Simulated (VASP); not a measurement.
# Se (C2) in VASP: further runs, part 2 of 2

VASP 6.6.1. Earlier steps stand in the parts before.

### Step 4. Electric field gradients, r2SCAN (shortest bond scaled by 0.64)

File POSCAR:

```
Se
1.0
    4.5048207049      0.0000000000      0.0000000000
   -2.2524103524      3.9012891699      0.0000000000
    0.0000000000      0.0000000000      4.9787963167
Se
3
Direct
    0.1786722436      0.0392207364      0.3933333333
    0.0392207364      0.1786722436      0.6066666667
    0.7821070200      0.7821070200      0.0000000000
```

File INCAR.step1:

```
SYSTEM = Se
  ALGO = Normal
  EDIFF = 1E-4
  ENCUT = 520
  GGA = PE
  ISMEAR = -1
  LASPH = .True.
  LCHARG = .False.
  LREAL = .False.
  LWAVE = .True.
  NBANDS = 16
  NELM = 80
  PREC = Accurate
  SIGMA = 0.03
```

File INCAR.step2:

```
SYSTEM = Se
  ALGO = Normal
  EDIFF = 1E-8
  ENCUT = 520
  ISIF = 2
  ISMEAR = -1
  ISTART = 1
  LASPH = .True.
  LCHARG = .False.
  LEFG = .True.
  LMIXTAU = .True.
  LREAL = .False.
  LWAVE = .False.
  METAGGA = R2SCAN
  NBANDS = 16
  NELM = 80
  PREC = Accurate
  SIGMA = 0.03
```

File KPOINTS:

```
k-points
0
Gamma
  6 6 5
  0 0 0
```

Potentials or basis: VASP PAW PBE potentials, release 64 (Se).

The run is started by

```bash
$ cat potpaw_PBE.64/Se/POTCAR > POTCAR
$ cp INCAR.step1 INCAR
$ mpirun -np 1 vasp_std > vasp.out
$ cp INCAR.step2 INCAR
$ mpirun -np 1 vasp_std > vasp.out
```

OUTCAR:

```text
SYSTEM = Se
   EDIFF = 1E-8
   ENCUT = 520
   ISIF = 2
   ISMEAR = -1
   ISTART = 1
   LASPH = .True.
   LREAL = .False.
   METAGGA = R2SCAN
   NELM = 80
   PREC = Accurate

 ion  position               nearest neighbor table
   1  0.179  0.039  0.393-   2 1.52   3 2.51
   2  0.039  0.179  0.607-   1 1.52   3 2.51
   3  0.782  0.782  0.000-   2 2.51   1 2.51

  LATTYP: Found a hexagonal cell.
 ALAT       =     4.5048207049
 C/A-ratio  =     1.1052152001

  Lattice vectors:

 A1 = (   4.5048207049,   0.0000000000,   0.0000000000)
 A2 = (  -2.2524103524,   3.9012891699,   0.0000000000)
 A3 = (   0.0000000000,   0.0000000000,   4.9787963167)

Analysis of symmetry for initial positions (statically):
=====================================================================
 Subroutine PRICEL returns:
 Original cell was already a primitive cell.

 Routine SETGRP: Setting up the symmetry group for a
 hexagonal supercell.

 Subroutine GETGRP returns: Found  2 space group operations
 (whereof  2 operations were pure point group operations)
 out of a pool of 24 trial point group operations.

The static configuration has the point symmetry C_2 .

Analysis of symmetry for dynamics (positions and initial velocities):
=====================================================================
 Subroutine PRICEL returns:
 Original cell was already a primitive cell.

 Routine SETGRP: Setting up the symmetry group for a
 hexagonal supercell.

 Subroutine GETGRP returns: Found  2 space group operations
 (whereof  2 operations were pure point group operations)
 out of a pool of 24 trial point group operations.

The dynamic configuration has the point symmetry C_2 .

 Subroutine INISYM returns: Found  2 space group operations
 (whereof  2 operations are pure point group operations),
 and found     1 'primitive' translations

----------------------------------------------------------------------------------------

                                     Primitive cell

  volume of cell :      87.5004

  direct lattice vectors                    reciprocal lattice vectors
     4.504820705  0.000000000  0.000000000     0.221984417  0.128162763  0.000000000
    -2.252410352  3.901289170  0.000000000     0.000000000  0.256325526  0.000000000
     0.000000000  0.000000000  4.978796317     0.000000000  0.000000000  0.200851759

  length of vectors
     4.504820705  4.504820705  4.978796317     0.256325526  0.256325526  0.200851759

  position of ions in fractional coordinates (direct lattice)
     0.178672244  0.039220736  0.393333333
     0.039220736  0.178672244  0.606666667
     0.782107020  0.782107020  0.000000000

  ion indices of the primitive-cell ions
   primitive index   ion index
                 1           1
                 2           2
                 3           3

----------------------------------------------------------------------------------------

[... 81 lines left out ...]
   NUPDOWN=      -1.0000    fix difference up-down
   EMIN   =  10.00;   EMAX   =-10.00  energy-range for DOS
   EFERMI =   0.00;   METHOD = LEGACY
   ISMEAR =    -1;   SIGMA  =   0.03  broadening in eV -4-tet -1-fermi 0-gaus
   EFERMI_NEDOS =   21; number of points for ismear=-14 and -15
   IALGO  =     38    algorithm
   IMIX   =      4    mixing-type and parameters
     AMIX     =   0.40;   BMIX     =  1.00
     AMIX_MAG =   1.60;   BMIX_MAG =  1.00
  volume/ion in A,a.u.               =      29.17       196.83
  Fermi-wavevector in a.u.,A,eV,Ry     =   0.966412  1.826254 12.707191  0.933952
  Thomas-Fermi vector in A             =   2.096211
   LORBIT       =      0    0 simple, 1 ext, 2 COOP (PROOUT), +10 PAW based schemes
   METAGGA = R2SCAN    functional components
   LHFCALC =     F    Hartree Fock is set to
   AEXX    =    0.0000 exact exchange contribution
   IVDW    =     0    specifies the selected vdW correction
   LEPSILON=     F    determine dielectric tensor
   LRPA    =     F    only Hartree local field effects (RPA)
 non-spin polarized calculation
  energy-cutoff  :      520.00
  volume of cell :       87.50
 maximum number of plane-waves:      2389
 NGX is ok and might be reduce to    36

 number of electron      18.0000001 magnetization

 Free energy of the ion-electron system (eV)
  ---------------------------------------------------
  ext. energy  EPLUGINS =         0.00000000
  ---------------------------------------------------
  free energy    TOTEN  =       -27.48457330 eV

  energy without entropy =      -27.48457326  energy(sigma->0) =      -27.48457328

 E-fermi :   2.4869     XC(G=0):  -8.6569

 val. band max:        2.0601594226   @ k =   0.3333   0.1667   0.4000
 cond. band min:       2.9068779380   @ k =  -0.3333  -0.1667   0.4000
 fundamental gap:      0.8467185154
 Fermi energy:         2.4868675352

 k-point     1 :       0.0000    0.0000    0.0000
  band No.  band energies     occupation
      1     -19.5071      2.00000
      2     -10.5799      2.00000
      3      -8.6531      2.00000
      4      -5.0286      2.00000
      5      -4.7084      2.00000
      6      -2.6689      2.00000
[... 433 lines left out ...]
      3      -8.4453      2.00000
      4      -5.6684      2.00000
      5      -4.8296      2.00000
      6      -2.9188      2.00000
[... 8 lines left out ...]
     15      10.5505      0.00000
     16      11.1816      0.00000

 [... further k-points ...]

------------------------ aborting loop because EDIFF is reached ----------------------------------------

  FORCE on cell =-STRESS in cart. coord.  units (eV):
  Direction    XX          YY          ZZ          XY          YZ          ZX
  --------------------------------------------------------------------------------------
  -------------------------------------------------------------------------------------
  Total       44.1228663     16.0280715     57.4056157    -24.3308060     28.5420911    -49.4363516
  in kB      807.9124257    293.4822512   1051.1264137   -445.5095996    522.6203998   -905.2050804
  external PRESSURE =     717.5070302 kB  Pullay stress =       0.0000000 kB

 VOLUME and BASIS-vectors are now :
 -----------------------------------------------------------------------------
  energy-cutoff  :      520.00
  volume of cell :       87.50
      direct lattice vectors                 reciprocal lattice vectors
     4.504820705  0.000000000  0.000000000     0.221984417  0.128162763  0.000000000
    -2.252410352  3.901289170  0.000000000     0.000000000  0.256325526  0.000000000
     0.000000000  0.000000000  4.978796317     0.000000000  0.000000000  0.200851759

 POSITION                                       TOTAL-FORCE (eV/Angst)
 -----------------------------------------------------------------------------------
      0.71655      0.15301      1.95833        46.628723    -26.194281    -52.115603
     -0.22576      0.69705      3.02047       -45.999274     27.284518     52.115603
      1.76163      3.05123      0.00000        -0.629449     -1.090237      0.000000
 -----------------------------------------------------------------------------------
    total drift:                                0.000051      0.000088      0.000000

  FREE ENERGIE OF THE ION-ELECTRON SYSTEM (eV)
  ---------------------------------------------------
  free  energy   TOTEN  =       -27.4845733035 eV

  energy  without entropy=      -27.4845732579  energy(sigma->0) =      -27.48457328

 Electric field gradients (V/A^2)
---------------------------------------------------------------------
 ion       V_xx      V_yy      V_zz      V_xy      V_xz      V_yz
---------------------------------------------------------------------
   1     -73.207    33.669    39.539   308.704   403.178     2.142
   2    -260.396   220.858    39.539   200.631   199.734  -350.233
   3    -192.471    -6.298   198.769   161.230   246.043  -142.053
---------------------------------------------------------------------

 Electric field gradients after diagonalization (V/A^2)
 (convention: |V_zz| > |V_xx| > |V_yy|)
----------------------------------------------------------------------
 ion       V_xx      V_yy      V_zz     asymmetry (V_yy - V_xx)/ V_zz
----------------------------------------------------------------------
   1     494.025    33.768  -527.793       0.872
   2     494.025    33.768  -527.793       0.872
   3     329.915    86.788  -416.702       0.583
----------------------------------------------------------------------

           NMR quadrupolar parameters

 Cq : quadrupolar parameter    Cq=e*Q*V_zz/h
 eta: asymmetry parameters     (V_yy - V_xx)/ V_zz
 Q  : nuclear electric quadrupole moment in mb (millibarn)
----------------------------------------------------------------------
 ion       Cq(MHz)       eta       Q (mb)
----------------------------------------------------------------------
   1      -1.276       0.872       1.000
   2      -1.276       0.872       1.000
   3      -1.008       0.583       1.000
----------------------------------------------------------------------
```

Wall time 9.4 min (1 thread of Oxide Virtual Turin-like, shared host); peak memory 0.22 GiB.

Results:

| Property | Result |
| --- | --- |
| Free energy | -27.4846 eV |
| Pressure | 71.8 GPa |
| Largest force | 74.675 eV/Å |
| Band gap on the k mesh | 0.85 eV (least direct gap 0.90 eV) |
| Largest electric field gradient by atom | Se -527.8, -416.7 (each value once) V/Å² |

Forces in eV/Å, atoms in the order of the input:
```
Se   46.629 -26.194 -52.116
Se  -45.999  27.285  52.116
Se   -0.629  -1.090   0.000
```

Electric field gradients, principal values (V/Å²):
```tsv
atom	least	middle	greatest (by size)
1 Se	33.768	494.025	-527.793
2 Se	33.768	494.025	-527.793
3 Se	86.788	329.915	-416.702
```

Caveat: the cell differs from its parent crystal (shortest bond scaled by 0.64); atoms lie so close that the PAW spheres overlap strongly, which falsifies energies and pressures; the stress differs along the axes, from 29 to 105 GPa; without QUAD_EFG the Cq values of the log hold for a quadrupole moment of 1 mb, not for the nuclei; the PAW data sets were made with another functional, which shifts forces and pressure a little. A k mesh can miss the band edges.

### Step 5. The runs side by side

| cell | gap on the mesh (eV) | pressure (GPa) | largest force (eV/Å) |
| --- | --- | --- | --- |
| as given, shortest bond scaled by 0.82 | 1.18 | 12.9 | 9.99 |
| as given, shortest bond scaled by 0.76 | 0.91 | 23.7 | 20.03 |
| as given, shortest bond scaled by 0.64 | 0.85 | 71.8 | 74.68 |

Some of these runs hold the atoms at other places in the same cell, which the table doesn't show; runs alike in all that it shows share one row.

Alike in all rows: task electric field gradients; level r2SCAN; potentials or basis VASP PAW PBE potentials, release 64 (Se); no spin polarisation; k mesh 6 × 6 × 5; cutoff (eV) 520; smearing fermi-dirac 0.03 eV.

Caveats: the PAW data sets were made with another functional, which shifts forces and pressure a little; the stress differs along the axes, from 6 to 18 GPa (at least some runs); the stress differs along the axes, from 11 to 34 GPa (at least some runs); atoms lie so close that the PAW spheres overlap strongly, which falsifies energies and pressures (at least some runs); the stress differs along the axes, from 29 to 105 GPa (at least some runs).

Total energies depend on the potentials used, so only differences within one code and one set of settings carry meaning.
